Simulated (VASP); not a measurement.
# AlN in VASP: single point with PBE

Aim: the single point of AlN with PBE.

Program: VASP 6.6.1. These are calculated values, not measurements. Logs are shortened: lines on timing, memory, paths and dates and some standing lists are left out, and cuts for length are marked.

## (1) The cell of the first run

The typed cell holds 4 atoms: a = 3.130 Å, b = 3.130 Å, c = 5.017 Å, α = 90.00°, β = 90.00°, γ = 120.00°.

## (2) Single point, PBE

The input, INCAR:

```
SYSTEM = AlN
ALGO = Normal
EDIFF = 1E-6
ENCUT = 600
GGA = PE
GGA_COMPAT = .False.
ISIF = 2
ISMEAR = 0
LASPH = .True.
LCHARG = .False.
LREAL = .False.
LWAVE = .False.
NBANDS = 16
NELM = 120
PREC = Accurate
SIGMA = 0.01
```

The input, KPOINTS:

```
k-points
0
Gamma
  10 10 6
  0 0 0
```

The input, POSCAR:

```
AlN
1.0
    3.1297569564      0.0000000289      0.0000000000
   -1.5648785032      2.7104490175      0.0000000000
    0.0000000000      0.0000000000      5.0174032965
Al N
2 2
Direct
    0.6671048052      0.3329323772      0.5000247805
    0.3329323765      0.6671048052      1.0000247803
    0.6639230872      0.3360397293      0.8799752191
    0.3360397286      0.6639230872      0.3799752193
```

Potentials or basis: VASP PAW PBE potentials, release 64 (Al, N).

Launch:

```bash
$ cat potpaw_PBE.64/Al/POTCAR potpaw_PBE.64/N/POTCAR > POTCAR
$ mpirun -np 1 vasp_std > vasp.out
```

OUTCAR:

```text
SYSTEM = AlN
   EDIFF = 1E-6
   ENCUT = 600
   GGA = PE
   ISIF = 2
   ISMEAR = 0
   LASPH = .True.
   LREAL = .False.
   NELM = 120
   PREC = Accurate

 ion  position               nearest neighbor table
   1  0.667  0.333  0.500-   4 1.89   3 1.91   4 1.91   4 1.91   2 3.09   2 3.09   2 3.09   2 3.09
                             2 3.09   2 3.09
   2  0.333  0.667  0.000-   3 1.89   4 1.91   3 1.91   3 1.91   1 3.09   1 3.09   1 3.09   1 3.09
                             1 3.09   1 3.09
   3  0.664  0.336  0.880-   2 1.89   1 1.91   2 1.91   2 1.91
   4  0.336  0.664  0.380-   1 1.89   2 1.91   1 1.91   1 1.91

  LATTYP: Found a hexagonal cell.
 ALAT       =     3.1297569564
 C/A-ratio  =     1.6031287306

  Lattice vectors:

 A1 = (   3.1297569564,   0.0000000289,   0.0000000000)
 A2 = (  -1.5648785032,   2.7104490175,   0.0000000000)
 A3 = (   0.0000000000,   0.0000000000,   5.0174032965)

Analysis of symmetry for initial positions (statically):
=====================================================================
 Subroutine PRICEL returns:
 Original cell was already a primitive cell.

 Routine SETGRP: Setting up the symmetry group for a
 hexagonal supercell.

 Subroutine GETGRP returns: Found  2 space group operations
 (whereof  1 operations were pure point group operations)
 out of a pool of 24 trial point group operations.

The static configuration has the point symmetry C_1 .
 The point group associated with its full space group is C_1h.

Analysis of symmetry for dynamics (positions and initial velocities):
=====================================================================
 Subroutine PRICEL returns:
 Original cell was already a primitive cell.

 Routine SETGRP: Setting up the symmetry group for a
 hexagonal supercell.

 Subroutine GETGRP returns: Found  2 space group operations
 (whereof  1 operations were pure point group operations)
 out of a pool of 24 trial point group operations.

The dynamic configuration has the point symmetry C_1 .
 The point group associated with its full space group is C_1h.

 Subroutine INISYM returns: Found  2 space group operations
 (whereof  1 operations are pure point group operations),
 and found     1 'primitive' translations

----------------------------------------------------------------------------------------

                                     Primitive cell

  volume of cell :      42.5629

  direct lattice vectors                    reciprocal lattice vectors
     3.129756956  0.000000029  0.000000000     0.319513626  0.184471282  0.000000000
[... 96 lines left out ...]
   ISIF   =      2    stress and relaxation
   ISYM   =      2    0-nonsym 1-usesym 2-fastsym
   POTIM  = 0.5000    time-step for ionic-motion
   TEBEG  =    0.0;   TEEND  =   0.0 temperature during run
   PSTRESS=    0.0 pullay stress
   NELECT =      16.0000    total number of electrons
   NUPDOWN=      -1.0000    fix difference up-down
   EMIN   =  10.00;   EMAX   =-10.00  energy-range for DOS
   EFERMI =   0.00;   METHOD = LEGACY
   ISMEAR =     0;   SIGMA  =   0.01  broadening in eV -4-tet -1-fermi 0-gaus
   EFERMI_NEDOS =   21; number of points for ismear=-14 and -15
   IALGO  =     38    algorithm
   IMIX   =      4    mixing-type and parameters
     AMIX     =   0.40;   BMIX     =  1.00
     AMIX_MAG =   1.60;   BMIX_MAG =  1.00
  volume/ion in A,a.u.               =      10.64        71.81
  Fermi-wavevector in a.u.,A,eV,Ry     =   1.181511  2.232733 18.993310  1.395969
  Thomas-Fermi vector in A             =   2.317783
   LORBIT       =      0    0 simple, 1 ext, 2 COOP (PROOUT), +10 PAW based schemes
   GGA     = PE    functional components
   LHFCALC =     F    Hartree Fock is set to
   AEXX    =    0.0000 exact exchange contribution
   IVDW    =     0    specifies the selected vdW correction
   LEPSILON=     F    determine dielectric tensor
   LRPA    =     F    only Hartree local field effects (RPA)
 non-spin polarized calculation
 Gauss-broadening in eV      SIGMA  =   0.01
  energy-cutoff  :      600.00
  volume of cell :       42.56
 maximum number of plane-waves:      1448
 NGX is ok and might be reduce to    28
   NGX = 13   NGY = 13   NGZ = 21

 number of electron      15.9999998 magnetization

 Free energy of the ion-electron system (eV)
  ---------------------------------------------------
  ext. energy  EPLUGINS =         0.00000000
  ---------------------------------------------------
  free energy    TOTEN  =       -29.78006256 eV

  energy without entropy =      -29.78006256  energy(sigma->0) =      -29.78006256

 E-fermi :   6.0676     XC(G=0): -10.8289

 val. band max:        5.9435448079   @ k =   0.0000   0.0000   0.0000
 cond. band min:      10.0126006968   @ k =   0.0000   0.0000   0.0000
 fundamental gap:      4.0690558889
 Fermi energy:         6.0675864550

 k-point     1 :       0.0000    0.0000    0.0000
  band No.  band energies     occupation
      1      -9.1025      2.00000
      2      -7.0174      2.00000
      3       0.0508      2.00000
      4       5.0966      2.00000
      5       5.1703      2.00000
      6       5.7691      2.00000
[... 433 lines left out ...]
      3       1.7016      2.00000
      4       2.0505      2.00000
      5       2.2178      2.00000
      6       3.8549      2.00000
[... 8 lines left out ...]
     15      18.0889      0.00000
     16      20.3249      0.00000

 [... further k-points ...]

------------------------ aborting loop because EDIFF is reached ----------------------------------------

  FORCE on cell =-STRESS in cart. coord.  units (eV):
  Direction    XX          YY          ZZ          XY          YZ          ZX
  --------------------------------------------------------------------------------------
  -------------------------------------------------------------------------------------
  Total       -0.0315625     -0.2803058      0.1142114     -0.2154179     -0.0009218     -0.0005322
  in kB       -1.1880965    -10.5514405      4.2992145     -8.1088935     -0.0346982     -0.0200330
  external PRESSURE =      -2.4801075 kB  Pullay stress =       0.0000000 kB

 VOLUME and BASIS-vectors are now :
 -----------------------------------------------------------------------------
  energy-cutoff  :      600.00
  volume of cell :       42.56
      direct lattice vectors                 reciprocal lattice vectors
     3.129756956  0.000000029  0.000000000     0.319513626  0.184471282  0.000000000
    -1.564878503  2.710449017  0.000000000    -0.000000003  0.368942558  0.000000000
     0.000000000  0.000000000  5.017403297     0.000000000  0.000000000  0.199306283

 POSITION                                       TOTAL-FORCE (eV/Angst)
 -----------------------------------------------------------------------------------
      1.56688      0.90240      2.50883         0.114625     -0.067987     -0.094124
     -0.00194      1.80815      0.00012        -0.116191      0.065275     -0.094124
      1.55206      0.91082      4.41519         0.180334     -0.102308      0.094124
      0.01276      1.79953      1.90649        -0.178768      0.105020      0.094124
 -----------------------------------------------------------------------------------
    total drift:                                0.000001      0.000002      0.000470

  FREE ENERGIE OF THE ION-ELECTRON SYSTEM (eV)
  ---------------------------------------------------
  free  energy   TOTEN  =       -29.7800625581 eV

  energy  without entropy=      -29.7800625581  energy(sigma->0) =      -29.78006256
```

OSZICAR:

```text
N       E                     dE             d eps       ncg     rms          rms(c)
DAV:   1     0.482361653105E+02    0.48236E+02   -0.79355E+03  5512   0.100E+03
DAV:   2    -0.304218836613E+02   -0.78658E+02   -0.71429E+02  7696   0.207E+02
DAV:   3    -0.344348349098E+02   -0.40130E+01   -0.39994E+01  7096   0.495E+01
DAV:   4    -0.344606303488E+02   -0.25795E-01   -0.25794E-01  6864   0.423E+00
DAV:   5    -0.344609706104E+02   -0.34026E-03   -0.34026E-03  7136   0.484E-01    0.121E+01
DAV:   6    -0.297609612160E+02    0.47000E+01   -0.10679E+01  6872   0.248E+01    0.408E+00
DAV:   7    -0.297920295537E+02   -0.31068E-01   -0.70363E-01  6104   0.594E+00    0.290E+00
DAV:   8    -0.297847565847E+02    0.72730E-02   -0.62645E-02  6424   0.245E+00    0.599E-01
DAV:   9    -0.297795206183E+02    0.52360E-02   -0.12037E-02  7616   0.836E-01    0.251E-01
DAV:  10    -0.297801710245E+02   -0.65041E-03   -0.25303E-03  6128   0.321E-01    0.144E-01
DAV:  11    -0.297800591206E+02    0.11190E-03   -0.24621E-04  6568   0.126E-01    0.335E-02
DAV:  12    -0.297800626819E+02   -0.35613E-05   -0.14651E-05  6344   0.298E-02    0.810E-03
DAV:  13    -0.297800625581E+02    0.12378E-06   -0.57594E-06  6480   0.197E-02
   1 F= -.29780063E+02 E0= -.29780063E+02  d E =-.141674E-71
```

stdout:

```text
POSCAR found type information on POSCAR AlN
 POSCAR found :  2 types and       4 ions
 scaLAPACK will be used
 LDA part: xc-table for (Slater+PW92), standard interpolation
 POSCAR, INCAR and KPOINTS ok, starting setup
 FFT: planning ... GRIDC
 FFT: planning ... GRID_SOFT
 FFT: planning ... GRID
 WAVECAR not read
 entering main loop
```

Run time: 4.3 min. Hardware: 1 thread of AMD EPYC 7R43 (Zen 3), shared host; peak memory 0.22 GiB.

What came out:

| Quantity | Value |
| --- | --- |
| Free energy | -29.7801 eV |
| Pressure | -0.2 GPa |
| Largest force | 0.228 eV/Å |
| Band gap on the k mesh | 4.07 eV |

Forces in eV/Å, atoms in the order of the input:
```
Al   0.115 -0.068 -0.094
Al  -0.116  0.065 -0.094
N    0.180 -0.102  0.094
N   -0.179  0.105  0.094
```

Levels at points of the mesh, in eV from the valence-band top:
```csv
k point,band 6,band 7,band 8,band 9,band 10,band 11
"(0.00, 0.00, 0.00)",-0.17,-0.16,0.00,4.07,6.53,10.46
"(0.50, 0.00, 0.00)",-2.03,-1.70,-0.66,5.72,5.80,8.03
"(0.50, 0.50, 0.00)",-2.00,-1.81,-0.63,5.75,5.88,8.09
"(0.00, 0.00, 0.50)",-0.52,-0.47,-0.47,6.33,6.33,10.19
"(0.50, 0.00, 0.50)",-1.42,-1.34,-1.34,5.28,5.28,9.17
"(0.50, 0.50, 0.50)",-1.39,-1.31,-1.31,5.23,5.23,9.20
```
